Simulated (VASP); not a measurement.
# KBr in VASP: a series of runs

The runs below take KBr through single point, with PBEsol.

Program: VASP 6.6.1. These are calculated values, not measurements. Logs are shortened: lines on timing, memory, paths and dates and some standing lists are left out, and cuts for length are marked.

### Step 1. The cell of the first run

Symmetry: Fm-3m, No. 225, cubic system. The conventional cell has a = 6.549 Å, b = 6.549 Å, c = 6.549 Å, α = 90.00°, β = 90.00°, γ = 90.00°. K (site symmetry m-3m) has 6 Br at 3.27 Å within 4.3 Å. Br (site symmetry m-3m) has 6 K at 3.27 Å within 4.3 Å.

### Step 2. Single point, PBEsol, non-collinear spin, zero start, spin-orbit coupling

Input file INCAR:

```
SYSTEM = KBr
ALGO = Normal ; EDIFF = 1E-7
ENCUT = 520 ; GGA = PS
GGA_COMPAT = .False. ; ISIF = 2
ISMEAR = 0 ; LASPH = .True.
LCHARG = .False. ; LORBIT = 11
LORBMOM = .True. ; LREAL = .False.
LSORBIT = .True. ; LWAVE = .False.
MAGMOM = 0 0 0 0 0 0 ; NBANDS = 28
NELM = 150 ; PREC = Accurate
SIGMA = 0.01
```

Input file KPOINTS:

```
k-points
0
Gamma
  6 6 6
  0 0 0
```

Input file POSCAR:

```
KBr
1.0
    0.0000000000      3.2745285651      3.2745285651
    3.2745285651      0.0000000000      3.2745285651
    3.2745285651      3.2745285651      0.0000000000
K Br
1 1
Direct
    0.0000000000      0.0000000000      0.0000000000
    0.5000000000      0.5000000000      0.5000000000
```

Potentials or basis: VASP PAW PBE potentials, release 64 (K_sv, Br).

The run is started by

```
$ cat potpaw_PBE.64/K_sv/POTCAR potpaw_PBE.64/Br/POTCAR > POTCAR
$ mpirun -np 1 vasp_ncl > vasp.out
```

OUTCAR:

```text
SYSTEM = KBr
   EDIFF = 1E-7
   ENCUT = 520
   GGA = PS
   ISIF = 2
   ISMEAR = 0
   LASPH = .True.
   LORBIT = 11
   LREAL = .False.
   LSORBIT = .True.
   NELM = 150
   PREC = Accurate

 ion  position               nearest neighbor table
   1  0.000  0.000  0.000-   2 3.27   2 3.27   2 3.27   2 3.27   2 3.27   2 3.27
   2  0.500  0.500  0.500-   1 3.27   1 3.27   1 3.27   1 3.27   1 3.27   1 3.27

  LATTYP: Found a face centered cubic cell.
 ALAT       =     6.5490571302

  Lattice vectors:

 A1 = (   0.0000000000,   3.2745285651,   3.2745285651)
 A2 = (   3.2745285651,   0.0000000000,   3.2745285651)
 A3 = (   3.2745285651,   3.2745285651,   0.0000000000)

Analysis of symmetry for initial positions (statically):
=====================================================================
 Subroutine PRICEL returns:
 Original cell was already a primitive cell.

 Routine SETGRP: Setting up the symmetry group for a
 face centered cubic supercell.

 Subroutine GETGRP returns: Found 48 space group operations
 (whereof 48 operations were pure point group operations)
 out of a pool of 48 trial point group operations.

The static configuration has the point symmetry O_h .

Analysis of symmetry for dynamics (positions and initial velocities):
=====================================================================
 Subroutine PRICEL returns:
 Original cell was already a primitive cell.

 Routine SETGRP: Setting up the symmetry group for a
 face centered cubic supercell.

 Subroutine GETGRP returns: Found 48 space group operations
 (whereof 48 operations were pure point group operations)
 out of a pool of 48 trial point group operations.

The dynamic configuration has the point symmetry O_h .

Analysis of structural, dynamic, and magnetic symmetry:
=====================================================================
 Subroutine PRICEL returns:
 Original cell was already a primitive cell.

 Routine SETGRP: Setting up the symmetry group for a
 face centered cubic supercell.

 Subroutine GETGRP returns: Found 48 space group operations
 (whereof 48 operations were pure point group operations)
 out of a pool of 48 trial point group operations.

The overall configuration has the point symmetry O_h .

 Subroutine INISYM returns: Found 48 space group operations
 (whereof 48 operations are pure point group operations),
 and found     1 'primitive' translations

----------------------------------------------------------------------------------------

                                     Primitive cell

  volume of cell :      70.2225

  direct lattice vectors                    reciprocal lattice vectors
     0.000000000  3.274528565  3.274528565    -0.152693736  0.152693736  0.152693736
     3.274528565  0.000000000  3.274528565     0.152693736 -0.152693736  0.152693736
     3.274528565  3.274528565  0.000000000     0.152693736  0.152693736 -0.152693736

  length of vectors
     4.630882707  4.630882707  4.630882707     0.264473309  0.264473309  0.264473309

  position of ions in fractional coordinates (direct lattice)
     0.000000000  0.000000000  0.000000000
     0.500000000  0.500000000  0.500000000

  ion indices of the primitive-cell ions
   primitive index   ion index
                 1           1
                 2           2

----------------------------------------------------------------------------------------

 KPOINTS: k-points

Automatic generation of k-mesh.
 Grid dimensions read from file:
 generate k-points for:    6    6    6

 Generating k-lattice:

  Cartesian coordinates                     Fractional coordinates (reciprocal lattice)
    -0.025448956  0.025448956  0.025448956     0.166666667  0.000000000  0.000000000
     0.025448956 -0.025448956  0.025448956     0.000000000  0.166666667  0.000000000
     0.025448956  0.025448956 -0.025448956     0.000000000  0.000000000  0.166666667

  Length of vectors
     0.044078885  0.044078885  0.044078885

  Shift w.r.t. Gamma in fractional coordinates (k-lattice)
[... 86 lines left out ...]

 Free energy of the ion-electron system (eV)
  ---------------------------------------------------
  ext. energy  EPLUGINS =         0.00000000
  ---------------------------------------------------
  free energy    TOTEN  =        -6.48948028 eV

  energy without entropy =       -6.48948028  energy(sigma->0) =       -6.48948028

 E-fermi :  -1.4479     XC(G=0):  -7.6443

 val. band max:       -1.5738653346   @ k =   0.0000   0.0000   0.0000
 cond. band min:       2.6010184045   @ k =   0.0000   0.0000   0.0000
 fundamental gap:      4.1748837391
 Fermi energy:        -1.4478528878

 k-point     1 :       0.0000    0.0000    0.0000
  band No.  band energies     occupation
      1     -29.2968      1.00000
      2     -29.2968      1.00000
      3     -14.0696      1.00000
      4     -14.0696      1.00000
      5     -13.0185      1.00000
      6     -13.0185      1.00000
[... 485 lines left out ...]
     27       9.1375      0.00000
     28       9.1376      0.00000

------------------------ aborting loop because EDIFF is reached ----------------------------------------

  FORCE on cell =-STRESS in cart. coord.  units (eV):
  Direction    XX          YY          ZZ          XY          YZ          ZX
  --------------------------------------------------------------------------------------
  -------------------------------------------------------------------------------------
  Total        0.0293341      0.0293341      0.0293341     -0.0000000      0.0000000      0.0000000
  in kB        0.6692790      0.6692790      0.6692790     -0.0000000      0.0000000      0.0000000
  external PRESSURE =       0.6692790 kB  Pullay stress =       0.0000000 kB

 VOLUME and BASIS-vectors are now :
 -----------------------------------------------------------------------------
  energy-cutoff  :      520.00
  volume of cell :       70.22
      direct lattice vectors                 reciprocal lattice vectors
     0.000000000  3.274528565  3.274528565    -0.152693736  0.152693736  0.152693736
     3.274528565  0.000000000  3.274528565     0.152693736 -0.152693736  0.152693736
     3.274528565  3.274528565  0.000000000     0.152693736  0.152693736 -0.152693736

 POSITION                                       TOTAL-FORCE (eV/Angst)
 -----------------------------------------------------------------------------------
      0.00000      0.00000      0.00000         0.000000      0.000000      0.000000
      3.27453      3.27453      3.27453        -0.000000      0.000000     -0.000000
 -----------------------------------------------------------------------------------
    total drift:                                0.000000      0.000000      0.000000

  FREE ENERGIE OF THE ION-ELECTRON SYSTEM (eV)
  ---------------------------------------------------
  free  energy   TOTEN  =        -6.4894802770 eV

  energy  without entropy=       -6.4894802770  energy(sigma->0) =       -6.48948028

 orbital moment (x)

 # of ion     p       d       tot
 ----------------------------------------
  1         0.000   0.000   0.000
  2         0.000   0.000   0.000
 ----------------------------------------
            0.000   0.000   0.000

 orbital moment (y)

 # of ion     p       d       tot
 ----------------------------------------
  1         0.000   0.000   0.000
  2         0.000   0.000   0.000
 ----------------------------------------
            0.000   0.000   0.000

 orbital moment (z)

 # of ion     p       d       tot
 ----------------------------------------
  1         0.000   0.000   0.000
  2         0.000   0.000   0.000
 ----------------------------------------
            0.000   0.000   0.000

 Spin-Orbit-Coupling matrix elements

 Ion:    1  E_soc:     -0.0081545
 l=   1
     0.0000000    -0.0013579    -0.0013579
    -0.0013579     0.0000000    -0.0013579
    -0.0013579    -0.0013579     0.0000000
 l=   2
     0.0000000     0.0000001     0.0000000     0.0000001    -0.0000013
     0.0000001     0.0000000    -0.0000010     0.0000001    -0.0000003
     0.0000000    -0.0000010     0.0000000    -0.0000010     0.0000000
     0.0000001     0.0000001    -0.0000010     0.0000000    -0.0000003
    -0.0000013    -0.0000003     0.0000000    -0.0000003     0.0000000
 l=   3
     0.0000000     0.0000000     0.0000000     0.0000000     0.0000000     0.0000000     0.0000000
     0.0000000     0.0000000     0.0000000     0.0000000     0.0000000     0.0000000     0.0000000
     0.0000000     0.0000000     0.0000000     0.0000000     0.0000000     0.0000000     0.0000000
     0.0000000     0.0000000     0.0000000     0.0000000     0.0000000     0.0000000     0.0000000
     0.0000000     0.0000000     0.0000000     0.0000000     0.0000000     0.0000000     0.0000000
     0.0000000     0.0000000     0.0000000     0.0000000     0.0000000     0.0000000     0.0000000
     0.0000000     0.0000000     0.0000000     0.0000000     0.0000000     0.0000000     0.0000000

 Ion:    2  E_soc:     -0.0512886
 l=   1
     0.0000000    -0.0085479    -0.0085479
    -0.0085479     0.0000000    -0.0085479
    -0.0085479    -0.0085479     0.0000000
 l=   2
     0.0000000    -0.0000001     0.0000000    -0.0000001    -0.0000002
    -0.0000001     0.0000000    -0.0000001    -0.0000001    -0.0000000
     0.0000000    -0.0000001     0.0000000    -0.0000001     0.0000000
    -0.0000001    -0.0000001    -0.0000001     0.0000000    -0.0000000
    -0.0000002    -0.0000000     0.0000000    -0.0000000     0.0000000
 l=   3
     0.0000000     0.0000000     0.0000000     0.0000000     0.0000000     0.0000000     0.0000000
     0.0000000     0.0000000     0.0000000     0.0000000     0.0000000     0.0000000     0.0000000
     0.0000000     0.0000000     0.0000000     0.0000000     0.0000000     0.0000000     0.0000000
     0.0000000     0.0000000     0.0000000     0.0000000     0.0000000     0.0000000     0.0000000
     0.0000000     0.0000000     0.0000000     0.0000000     0.0000000     0.0000000     0.0000000
     0.0000000     0.0000000     0.0000000     0.0000000     0.0000000     0.0000000     0.0000000
     0.0000000     0.0000000     0.0000000     0.0000000     0.0000000     0.0000000     0.0000000

 total charge

# of ion       s       p       d       tot
------------------------------------------
    1        1.957   5.569   0.026   7.552
    2        1.592   3.285   0.001   4.878
--------------------------------------------------
tot          3.549   8.854   0.028  12.430

 magnetization (x)

# of ion       s       p       d       tot
------------------------------------------
    1       -0.000   0.000   0.000  -0.000
    2        0.000  -0.000   0.000  -0.000
--------------------------------------------------
tot         -0.000  -0.000   0.000  -0.000

 magnetization (y)

# of ion       s       p       d       tot
------------------------------------------
    1        0.000   0.000   0.000   0.000
    2        0.000  -0.000  -0.000  -0.000
--------------------------------------------------
tot          0.000  -0.000  -0.000  -0.000

 magnetization (z)

# of ion       s       p       d       tot
------------------------------------------
    1       -0.000   0.000   0.000  -0.000
    2        0.000   0.000   0.000   0.000
--------------------------------------------------
tot         -0.000   0.000   0.000  -0.000
```

Wall time 2.6 min (1 thread of Intel Xeon 8259CL, shared host); peak memory 0.4 GiB.

Results:

```yaml
Free_energy: -6.4895 eV
Pressure: 0.1 GPa
Net_moment: 0.00 μB per cell
Valence_electrons_inside_the_program's_atomic_spheres: K 7.55; Br 4.88
```

Moments on the atoms (μB; x, y, z):
```
K   0.00 0.00 0.00
Br  0.00 0.00 0.00
```

Caveat: the PAW data sets were made with another functional, which shifts forces and pressure a little.

### Step 3. Single point, PBEsol, non-collinear spin, zero start, spin-orbit coupling

This run uses another cell than the first one, of 35.64 Å³/atom.

Input file INCAR:

```
SYSTEM = KBr
ALGO = Normal
EDIFF = 1E-6
ENCUT = 520
GGA = PS
GGA_COMPAT = .FALSE.
ISIF = 2
ISMEAR = 0
LASPH = .TRUE.
LCHARG = .FALSE.
LORBIT = 11
LORBMOM = .TRUE.
LREAL = .FALSE.
LSORBIT = .TRUE.
LWAVE = .FALSE.
MAGMOM = 0 0 0 0 0 0
NBANDS = 28
NELM = 150
PREC = Accurate
SIGMA = 0.01
```

Input file KPOINTS:

```
k-points
0
G
  6 6 6
  0 0 0
```

Input file POSCAR:

```
KBr
1.0
    0.0000000000      3.2909012079      3.2909012079
    3.2909012079      0.0000000000      3.2909012079
    3.2909012079      3.2909012079      0.0000000000
K Br
1 1
Direct
    0.0000000000      0.0000000000      0.0000000000
    0.5000000000      0.5000000000      0.5000000000
```

Potentials or basis: VASP PAW PBE potentials, release 64 (K_sv, Br).

The run is started by

```
$ cat potpaw_PBE.64/K_sv/POTCAR potpaw_PBE.64/Br/POTCAR > POTCAR
$ mpirun -np 1 vasp_ncl > vasp.out
```

Wall time 2.4 min (1 thread of Intel Xeon 8259CL, shared host); peak memory 0.4 GiB.

It converged, with:

| Item | Value |
| --- | --- |
| Free energy | -6.4892 eV |
| Pressure | -0.2 GPa |
| Net moment | 0.00 μB per cell |
| Valence electrons inside the program's atomic spheres | K 7.55; Br 4.88 |

Moments on the atoms (μB; x, y, z):
```
K   0.00 0.00 0.00
Br  0.00 0.00 0.00
```

Caveat: the PAW data sets were made with another functional, which shifts forces and pressure a little.

### Step 4. Single point, PBEsol, non-collinear spin, zero start, spin-orbit coupling (z stretched by -0.5 %, x and y held)

Input file INCAR:

```
SYSTEM = KBr
PREC     = Accurate       ! precision mode
ENCUT    = 520            ! plane-wave cutoff, eV
EDIFF    = 1E-7           ! SCF threshold, eV
ISMEAR   = 0              ! smearing method
SIGMA    = 0.01           ! smearing width, eV
LREAL    = .FALSE.        ! projectors in reciprocal space
LASPH    = .TRUE.         ! aspherical terms in the spheres
NELM     = 150            ! most SCF steps
ALGO     = Normal         ! electronic algorithm
ISIF     = 2              ! what is computed and relaxed
LWAVE    = .FALSE.        ! write WAVECAR
LCHARG   = .TRUE.         ! write CHGCAR
MAGMOM   = 0 0 0 0 0 0    ! initial moments
LORBIT   = 11             ! projections on sites
LSORBIT  = .TRUE.         ! spin-orbit coupling
GGA_COMPAT= .FALSE.      
LORBMOM  = .TRUE.       
GGA      = PS             ! functional
LVHAR    = .TRUE.       
NBANDS   = 28             ! bands
```

Input file KPOINTS:

```
Automatic mesh
0
G
  6 6 6
  0 0 0
```

Input file POSCAR:

```
KBr
1.0
    0.0000000000      3.2745285651      3.2581559222
    3.2745285651      0.0000000000      3.2581559222
    3.2745285651      3.2745285651      0.0000000000
K Br
1 1
Direct
    0.0000000000      0.0000000000      0.0000000000
    0.5000000000      0.5000000000      0.5000000000
```

The run is started by

```
$ cat potpaw_PBE.64/K_sv/POTCAR potpaw_PBE.64/Br/POTCAR > POTCAR
$ mpirun -np 1 vasp_ncl > vasp.out
```

Run time: 4.2 min. Hardware: 1 thread of Intel Xeon 8259CL, shared host; peak memory 0.43 GiB.

The run converged. Its results:

| Quantity | Value |
| --- | --- |
| Free energy | -6.4891 eV |
| Pressure | 0.1 GPa |
| Net moment | 0.00 μB per cell |
| Valence electrons inside the program's atomic spheres | K 7.55; Br 4.88 |

Stress tensor (GPa, compression positive):
```
0.09 0.00 0.00
0.00 0.09 0.00
0.00 0.00 0.26
```

Moments on the atoms (μB; x, y, z):
```
K   0.00 0.00 0.00
Br  0.00 0.00 0.00
```

Caveat: the cell differs from its parent crystal (z stretched by -0.5 %, x and y held); the PAW data sets were made with another functional, which shifts forces and pressure a little.

### Step 5. Single point, PBEsol, non-collinear spin, zero start, spin-orbit coupling (z stretched by +0.5 %, x and y held)

Input file INCAR:

```
SYSTEM = KBr
  ALGO = Normal
  EDIFF = 1E-6
  ENCUT = 520
  GGA = PS
  GGA_COMPAT = .False.
  ISIF = 2
  ISMEAR = 0
  LASPH = .True.
  LCHARG = .True.
  LORBIT = 11
  LORBMOM = .True.
  LREAL = .False.
  LSORBIT = .True.
  LVHAR = .True.
  LWAVE = .False.
  MAGMOM = 0 0 0 0 0 0
  NBANDS = 28
  NELM = 150
  PREC = Accurate
  SIGMA = 0.01
```

Input file KPOINTS:

```
k-points
0
Gamma
  6 6 6
  0 0 0
```

Input file POSCAR:

```
KBr
1.0
    0.0000000000      3.2745285651      3.2909012079
    3.2745285651      0.0000000000      3.2909012079
    3.2745285651      3.2745285651      0.0000000000
K Br
1 1
Direct
    0.0000000000      0.0000000000      0.0000000000
    0.5000000000      0.5000000000      0.5000000000
```

The run is started by

```
$ cat potpaw_PBE.64/K_sv/POTCAR potpaw_PBE.64/Br/POTCAR > POTCAR
$ mpirun -np 1 vasp_ncl > vasp.out
```

Run time: 4.3 min. Hardware: 1 thread of Intel Xeon 8259CL, shared host; peak memory 0.43 GiB.

The run converged. Its results:

```
Free energy                                           : -6.4895 eV
Pressure                                              : 0.0 GPa
Net moment                                            : 0.00 μB per cell
Valence electrons inside the program's atomic spheres : K 7.55; Br 4.88
```

Stress tensor (GPa, compression positive):
```
 0.04  0.00  0.00
 0.00  0.04  0.00
 0.00  0.00 -0.11
```

Moments on the atoms (μB; x, y, z):
```
K   0.00 0.00 0.00
Br  0.00 0.00 0.00
```

Caveat: the cell differs from its parent crystal (z stretched by +0.5 %, x and y held); the PAW data sets were made with another functional, which shifts forces and pressure a little.

### Step 6. Single point, PBEsol, non-collinear spin, zero start, spin-orbit coupling (equal xy, yz and zx engineering shears of -0.5 %)

Input file INCAR:

```
SYSTEM = KBr
  PREC = Accurate
  ENCUT = 520
  EDIFF = 1E-7
  ISMEAR = 0
  SIGMA = 0.01
  LREAL = .False.
  LASPH = .True.
  NELM = 150
  ALGO = Normal
  ISIF = 2
  LWAVE = .False.
  LCHARG = .True.
  MAGMOM = 0 0 0 0 0 0
  LORBIT = 11
  LSORBIT = .True.
  GGA_COMPAT = .False.
  LORBMOM = .True.
  GGA = PS
  LVHAR = .True.
  NBANDS = 28
```

Input file KPOINTS:

```
regular mesh
0
Gamma
  6 6 6
  0 0 0
```

Input file POSCAR:

```
KBr
1.0
   -0.0163726428      3.2663422436      3.2663422436
    3.2663422436     -0.0163726428      3.2663422436
    3.2663422436      3.2663422436     -0.0163726428
K Br
1 1
Direct
    0.0000000000      0.0000000000      0.0000000000
    0.5000000000      0.5000000000      0.5000000000
```

Potentials or basis: VASP PAW PBE potentials, release 64 (K_sv, Br).

The run is started by

```
$ cat potpaw_PBE.64/K_sv/POTCAR potpaw_PBE.64/Br/POTCAR > POTCAR
$ mpirun -np 1 vasp_ncl > vasp.out
```

It took 3.6 min on 1 thread of Intel Xeon 8259CL, shared host; peak memory 0.43 GiB.

The run converged. Its results:

```
Free energy                                           : -6.4894 eV
Pressure                                              : 0.1 GPa
Net moment                                            : 0.00 μB per cell
Valence electrons inside the program's atomic spheres : K 7.55; Br 4.88
```

Moments on the atoms (μB; x, y, z):
```
K   0.00 0.00 0.00
Br  0.00 0.00 0.00
```

Caveat: the cell differs from its parent crystal (equal xy, yz and zx engineering shears of -0.5 %); the PAW data sets were made with another functional, which shifts forces and pressure a little.

### Step 7. Summary

```tsv
cell	pressure (GPa)	moment (μB)
a = 4.631 Å, angles 60.0°, 2 atoms	0.1	0.00
a = 4.654 Å, angles 60.0°, 2 atoms	-0.2	0.00
a = 4.619, b = 4.619, c = 4.631 Å, angles 59.9, 59.9, 60.2°, 2 atoms	0.1	0.00
a = 4.642, b = 4.642, c = 4.631 Å, angles 60.1, 60.1, 59.8°, 2 atoms	0.0	0.00
a = 4.619 Å, angles 60.3°, 2 atoms	0.1	0.00
```

Alike in all rows: task single point; level PBEsol; potentials or basis VASP PAW PBE potentials, release 64 (K_sv, Br); spin non-collinear, zero start, SOC; k mesh 6 × 6 × 6; cutoff (eV) 520; smearing gaussian 0.01 eV.

Caveats: the PAW data sets were made with another functional, which shifts forces and pressure a little.

Absolute energies hang on the potentials; compare differences alone.
